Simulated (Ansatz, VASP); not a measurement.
One calculation of Ti, two programs

INCAR

```
PREC     = Accurate       # precision mode
ENCUT    = 520            # plane-wave cutoff, eV
EDIFF    = 1E-6           # SCF threshold, eV
ISMEAR   = 0              # smearing method
SIGMA    = 0.15           # smearing width, eV
LREAL    = F              # projectors in reciprocal space
LASPH    = T              # aspherical terms in the spheres
NELM     = 60             # most SCF steps
ALGO     = Fast           # electronic algorithm
ISIF     = 2              # what is computed and relaxed
LWAVE    = F              # write WAVECAR
LCHARG   = F              # write CHGCAR
GGA      = PS             # functional
NBANDS   = 12             # bands
```

KPOINTS

```
regular mesh
0
Gamma
  22 22 22
```

File POSCAR:

```
Ti
1.0
   -1.8420529496      1.8420529496      1.3023314354
    1.8420529496     -1.8420529496      1.3023314354
    1.8420529496      1.8420529496     -1.3023314354
Ti
1
Direct
    0.0000000000      0.0000000000      0.0000000000
```

Input for Ansatz:

```yaml
crystal:
  lattice:
    - [-1.8420529496, 1.8420529496, 1.3023314354]
    - [1.8420529496, -1.8420529496, 1.3023314354]
    - [1.8420529496, 1.8420529496, -1.3023314354]
  atoms:
    - { symbol: Ti, position: [0.0, 0.0, 0.0] }
basis:
  ecutwfc: 420
kpoints:
  mp_grid: { grid: [22, 22, 22] }
hamiltonian:
  xc: pbesol
scf:
  occupations: { method: gaussian, width: 0.15 }
output:
  forces: true
  stress: true
  eigenvalues: true
```

Alike in both runs: task single point; functional PBEsol; k mesh 22 × 22 × 22; occupations gaussian, width 0.15 eV; no spin polarisation.

|  | VASP | Ansatz |
| --- | --- | --- |
| version | VASP 6.6.1 | Ansatz 0.2.0 |
| potentials or method | VASP PAW PBE potentials, release 64 (Ti_sv), cutoff 520 eV | scalar-relativistic, plane waves, PAW |
| valence electrons in the cell | 12 | 12 |

VASP gave:

* gap on the k mesh at the Fermi level (eV): none
* pressure (GPa): -6.3
* traceless stress, the component that is largest in VASP (GPa): 10.47

Task: What did Ansatz give for the same quantities?

Result: gap on the k mesh at the Fermi level (eV): none; pressure (GPa): -6.1; traceless stress, the component that is largest in VASP (GPa): 10.52.

VASP's potentials were made for PBE, not for PBEsol. A gap of «none» marks a metal or a gap that the smearing closes.
